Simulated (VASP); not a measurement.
# Si4BW (P4/mmm) in VASP: further runs, part 2 of 2

VASP 6.6.1. The steps go on from the part before.

## Step 3: Single point, PBE

This run uses another cell than the first one, of 17.89 Å³/atom.

Input file INCAR:

```
SYSTEM = Si4BW
ALGO = Normal ; EDIFF = 1E-6
ENCUT = 520 ; GGA = PE
ISIF = 2 ; ISMEAR = 0
LASPH = .TRUE. ; LCHARG = .TRUE.
LELF = .TRUE. ; LREAL = .FALSE.
LVHAR = .TRUE. ; LWAVE = .FALSE.
NBANDS = 26 ; NELM = 60
PREC = Accurate ; SIGMA = 0.1
```

Input file KPOINTS:

```
k-points
0
G
  4 4 4
  0 0 0
```

Input file POSCAR:

```
Si4BW
1.0
    4.2380853600      0.0000000000      0.0000000000
    0.0000000000      4.2380853600      0.0000000000
    0.0000000000      0.0000000000      5.9762652200
Si B W
4 1 1
Direct
    0.5000000000      0.0000000000      0.7490356600
    0.0000000000      0.5000000000      0.2509643400
    0.5000000000      0.0000000000      0.2509643400
    0.0000000000      0.5000000000      0.7490356600
    0.5000000000      0.5000000000      0.5000000000
    0.0000000000      0.0000000000      0.0000000000
```

Potentials or basis: VASP PAW PBE potentials, release 64 (Si, B, W_sv).

Run with:

```bash
cat potpaw_PBE.64/Si/POTCAR potpaw_PBE.64/B/POTCAR potpaw_PBE.64/W_sv/POTCAR > POTCAR
mpirun -np 1 vasp_std > vasp.out
```

OUTCAR:

```text
SYSTEM = Si4BW
   EDIFF = 1E-6
   ENCUT = 520
   GGA = PE
   ISIF = 2
   ISMEAR = 0
   LASPH = .TRUE.
   LREAL = .FALSE.
   NELM = 60
   PREC = Accurate

 ion  position               nearest neighbor table
   1  0.500  0.000  0.749-   5 2.59   5 2.59   6 2.60   6 2.60   3 2.98   4 3.00   4 3.00   4 3.00
                             4 3.00   3 3.00
   2  0.000  0.500  0.251-   5 2.59   5 2.59   6 2.60   6 2.60   4 2.98   3 3.00   3 3.00   3 3.00
                             3 3.00   4 3.00
   3  0.500  0.000  0.251-   5 2.59   5 2.59   6 2.60   6 2.60   1 2.98   2 3.00   2 3.00   2 3.00
                             2 3.00   1 3.00
   4  0.000  0.500  0.749-   5 2.59   5 2.59   6 2.60   6 2.60   2 2.98   1 3.00   1 3.00   1 3.00
                             1 3.00   2 3.00
   5  0.500  0.500  0.500-   1 2.59   2 2.59   3 2.59   4 2.59   1 2.59   3 2.59   2 2.59   4 2.59

   6  0.000  0.000  0.000-   1 2.60   2 2.60   3 2.60   4 2.60   2 2.60   4 2.60   1 2.60   3 2.60

  LATTYP: Found a simple tetragonal cell.
 ALAT       =     4.2380853600
 C/A-ratio  =     1.4101332824

  Lattice vectors:

 A1 = (   4.2380853600,   0.0000000000,   0.0000000000)
 A2 = (   0.0000000000,   4.2380853600,   0.0000000000)
 A3 = (   0.0000000000,   0.0000000000,   5.9762652200)

Analysis of symmetry for initial positions (statically):
=====================================================================
 Subroutine PRICEL returns:
 Original cell was already a primitive cell.

 Routine SETGRP: Setting up the symmetry group for a
 simple tetragonal supercell.

 Subroutine GETGRP returns: Found 16 space group operations
 (whereof 16 operations were pure point group operations)
 out of a pool of 16 trial point group operations.

The static configuration has the point symmetry D_4h.

Analysis of symmetry for dynamics (positions and initial velocities):
=====================================================================
 Subroutine PRICEL returns:
 Original cell was already a primitive cell.

 Routine SETGRP: Setting up the symmetry group for a
 simple tetragonal supercell.

 Subroutine GETGRP returns: Found 16 space group operations
 (whereof 16 operations were pure point group operations)
 out of a pool of 16 trial point group operations.

The dynamic configuration has the point symmetry D_4h.

 Subroutine INISYM returns: Found 16 space group operations
 (whereof 16 operations are pure point group operations),
 and found     1 'primitive' translations

----------------------------------------------------------------------------------------

                                     Primitive cell

  volume of cell :     107.3419

  direct lattice vectors                    reciprocal lattice vectors
     4.238085360  0.000000000  0.000000000     0.235955606  0.000000000  0.000000000
     0.000000000  4.238085360  0.000000000     0.000000000  0.235955606  0.000000000
     0.000000000  0.000000000  5.976265220     0.000000000  0.000000000  0.167328585

  length of vectors
     4.238085360  4.238085360  5.976265220     0.235955606  0.235955606  0.167328585

  position of ions in fractional coordinates (direct lattice)
[... 40 lines left out ...]
 Found     18 irreducible k-points:

 Following reciprocal coordinates:
            Coordinates               Weight
  0.000000  0.000000  0.000000      1.000000
  0.250000  0.000000  0.000000      4.000000
  0.500000  0.000000  0.000000      2.000000
  0.250000  0.250000  0.000000      4.000000
  0.500000  0.250000  0.000000      4.000000
  0.500000  0.500000  0.000000      1.000000
[... 10 lines left out ...]
  0.500000  0.250000  0.500000      4.000000
  0.500000  0.500000  0.500000      1.000000
   k-points           NKPTS =     18   k-points in BZ     NKDIM =     18   number of bands    NBANDS=     26
   number of dos      NEDOS =    301   number of ions     NIONS =      6
   total plane-waves  NPLWV =  49152
   dimension x,y,z NGX =    32 NGY =   32 NGZ =   48
   dimension x,y,z NGXF=    64 NGYF=   64 NGZF=   96
   ions per type =               4   1   1
   NGX,Y,Z   is equivalent  to a cutoff of  12.55, 12.55, 13.35 a.u.
   NGXF,Y,Z  is equivalent  to a cutoff of  25.11, 25.11, 26.70 a.u.
 SYSTEM =  Si4BW
   PREC   = accura    normal or accurate (medium, high low for compatibility)
   ISTART =      0    job   : 0-new  1-cont  2-samecut
   ICHARG =      2    charge: 1-file 2-atom 10-const
   ISPIN  =      1    spin polarized calculation?
   LNONCOLLINEAR =      F non collinear calculations
   LSORBIT =      F    spin-orbit coupling
   LASPH  =      T    aspherical Exc in radial PAW
   ENCUT  =  520.0 eV  38.22 Ry    6.18 a.u.   7.88  7.88 11.11*2*pi/ulx,y,z
   NELM   =     60;   NELMIN=  2; NELMDL= -5     # of ELM steps
   EDIFF  = 0.1E-05   stopping-criterion for ELM
   LREAL  =      F    real-space projection
   EDIFFG = 0.1E-04   stopping-criterion for IOM
   NSW    =      0    number of steps for IOM
   IBRION =     -1    ionic relax: 0-MD 1-quasi-New 2-CG
   NFREE  =      0    steps in history (QN), initial steepest desc. (CG)
   ISIF   =      2    stress and relaxation
   ISYM   =      2    0-nonsym 1-usesym 2-fastsym
   POTIM  = 0.5000    time-step for ionic-motion
   TEBEG  =    0.0;   TEEND  =   0.0 temperature during run
   PSTRESS=    0.0 pullay stress
   NELECT =      33.0000    total number of electrons
   NUPDOWN=      -1.0000    fix difference up-down
   EMIN   =  10.00;   EMAX   =-10.00  energy-range for DOS
   EFERMI =   0.00;   METHOD = LEGACY
   ISMEAR =     0;   SIGMA  =   0.10  broadening in eV -4-tet -1-fermi 0-gaus
   EFERMI_NEDOS =   21; number of points for ismear=-14 and -15
   IALGO  =     38    algorithm
   IMIX   =      4    mixing-type and parameters
     AMIX     =   0.40;   BMIX     =  1.00
     AMIX_MAG =   1.60;   BMIX_MAG =  1.00
  volume/ion in A,a.u.               =      17.89       120.73
  Fermi-wavevector in a.u.,A,eV,Ry     =   1.104900  2.087959 16.610053  1.220804
  Thomas-Fermi vector in A             =   2.241380
   LORBIT       =      0    0 simple, 1 ext, 2 COOP (PROOUT), +10 PAW based schemes
   GGA     = PE    functional components
   LHFCALC =     F    Hartree Fock is set to
   AEXX    =    0.0000 exact exchange contribution
   IVDW    =     0    specifies the selected vdW correction
   LEPSILON=     F    determine dielectric tensor
   LRPA    =     F    only Hartree local field effects (RPA)
 non-spin polarized calculation
 Gauss-broadening in eV      SIGMA  =   0.10
  energy-cutoff  :      520.00
  volume of cell :      107.34
 maximum number of plane-waves:      2916
 NGX is ok and might be reduce to    32
   NGX = 15   NGY = 15   NGZ = 23

 number of electron      32.9999999 magnetization

 Free energy of the ion-electron system (eV)
  ---------------------------------------------------
  ext. energy  EPLUGINS =         0.00000000
  ---------------------------------------------------
  free energy    TOTEN  =       -37.33024946 eV

  energy without entropy =      -37.29737543  energy(sigma->0) =      -37.31381245

 E-fermi :   6.3551     XC(G=0): -10.3229

 val. band max:        6.3535615667   @ k =   0.5000   0.0000   0.5000
 cond. band min:       6.3787427547   @ k =   0.0000   0.0000   0.0000
 fundamental gap:      0.0251811879
 Fermi energy:         6.3551106727

 k-point     1 :       0.0000    0.0000    0.0000
  band No.  band energies     occupation
      1     -67.0133      2.00000
      2     -31.4458      2.00000
      3     -31.1944      2.00000
      4     -31.1944      2.00000
      5      -5.1369      2.00000
      6      -1.8327      2.00000
[... 511 lines left out ...]
     25      12.2779      0.00000
     26      12.2797      0.00000

------------------------ aborting loop because EDIFF is reached ----------------------------------------

  FORCE on cell =-STRESS in cart. coord.  units (eV):
  Direction    XX          YY          ZZ          XY          YZ          ZX
  --------------------------------------------------------------------------------------
  -------------------------------------------------------------------------------------
  Total      -10.1813137    -10.1813137    -12.9481419      0.0000000      0.0000000     -0.0000000
  in kB     -151.9655482   -151.9655482   -193.2630236      0.0000000      0.0000000     -0.0000000
  external PRESSURE =    -165.7313733 kB  Pullay stress =       0.0000000 kB

 VOLUME and BASIS-vectors are now :
 -----------------------------------------------------------------------------
  energy-cutoff  :      520.00
  volume of cell :      107.34
      direct lattice vectors                 reciprocal lattice vectors
     4.238085360  0.000000000  0.000000000     0.235955606  0.000000000  0.000000000
     0.000000000  4.238085360  0.000000000     0.000000000  0.235955606  0.000000000
     0.000000000  0.000000000  5.976265220     0.000000000  0.000000000  0.167328585

 POSITION                                       TOTAL-FORCE (eV/Angst)
 -----------------------------------------------------------------------------------
      2.11904      0.00000      4.47644         0.000000      0.000000     -0.588449
      0.00000      2.11904      1.49983         0.000000     -0.000000      0.588449
      2.11904      0.00000      1.49983         0.000000      0.000000      0.588449
      0.00000      2.11904      4.47644        -0.000000      0.000000     -0.588449
      2.11904      2.11904      2.98813         0.000000      0.000000      0.000000
      0.00000      0.00000      0.00000         0.000000      0.000000      0.000000
 -----------------------------------------------------------------------------------
    total drift:                                0.000000      0.000000     -0.000000

  FREE ENERGIE OF THE ION-ELECTRON SYSTEM (eV)
  ---------------------------------------------------
  free  energy   TOTEN  =       -37.3302494592 eV

  energy  without entropy=      -37.2973754328  energy(sigma->0) =      -37.31381245
```

Run time: 44 s. Hardware: 1 thread of Intel Xeon 6975P-C (Granite Rapids), shared host; peak memory 0.22 GiB.

Results:

```
Free energy            : -37.3302 eV
Pressure               : -16.6 GPa
Largest force          : 0.588 eV/Å
Band gap on the k mesh : zero (an odd number of electrons rules out a gap without spin polarisation)
```

Forces in eV/Å, atoms in the order of the input:
```
Si   0.000  0.000 -0.588
Si   0.000  0.000  0.588
Si   0.000  0.000  0.588
Si   0.000  0.000 -0.588
B    0.000  0.000  0.000
W    0.000  0.000  0.000
```

Stress tensor (GPa, compression positive):
```
-15.20   0.00   0.00
  0.00 -15.20   0.00
  0.00   0.00 -19.33
```

Levels at points of the mesh, in eV from the Fermi level:
```tsv
k point	band 14	band 15	band 16	band 17	band 18	band 19
(0.00, 0.00, 0.00)	-2.08	-2.07	0.02	0.95	1.37	1.37
(0.50, 0.00, 0.00)	-1.29	-0.87	-0.71	-0.02	0.05	1.16
(0.50, 0.50, 0.00)	-2.54	-2.53	-0.72	-0.15	1.56	1.56
(0.00, 0.00, 0.50)	-1.80	-0.63	-0.61	-0.61	0.05	0.47
(0.50, 0.00, 0.50)	-1.48	-0.77	-0.60	-0.58	0.00	1.20
(0.50, 0.50, 0.50)	-2.16	-0.70	-0.03	0.18	0.93	0.93
```

Caveat: the k points lie up to 0.37 Å⁻¹ apart, too coarse for converged energies and pressures of a metal; spin-orbit coupling is left out, which moves the levels of the heavy elements.

The gap in the log of VASP goes by the Fermi energy; the results here count the filled bands.